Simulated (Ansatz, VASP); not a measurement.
# One calculation of CdOs2, two programs

```xyz
3
Lattice="-1.4230 1.4230 6.0370 1.4230 -1.4230 6.0370 1.4230 1.4230 -6.0370" Properties=species:S:1:pos:R:3 pbc="T T T"
Cd    0.0000    0.0000    0.0000
Os    0.0000    0.0000    8.2599
Os    0.0000    0.0000    3.8141
```

Alike in both runs: functional PBE; k mesh 8 × 8 × 8; occupations gaussian, width 0.1 eV; no spin polarisation.

Ansatz relaxed the structure, and its values are those at the end. VASP's run is a single point on that final structure, the one shown.

```csv
,VASP,Ansatz
version,VASP 6.6.1,Ansatz 0.2.0
potentials or method,"VASP PAW PBE potentials, release 64 (Cd_sv_GW, Os_sv_GW), cutoff 630 eV","scalar-relativistic, plane waves, PAW"
valence electrons in the cell,52,52
```

Ansatz gave:

```
gap on the k mesh at the Fermi level (eV) : none
pressure (GPa)                            : -0.1
rms of the force components (eV/Å)        : 0.014
```

Question: What did VASP give for the same quantities?

Answer: gap on the k mesh at the Fermi level (eV): none; pressure (GPa): -0.4; rms of the force components (eV/Å): 0.002.

A gap of «none» marks a metal or a gap that the smearing closes.

The k mesh is coarse, so the values compare programs but aren't converged. Spin-orbit coupling is off throughout.
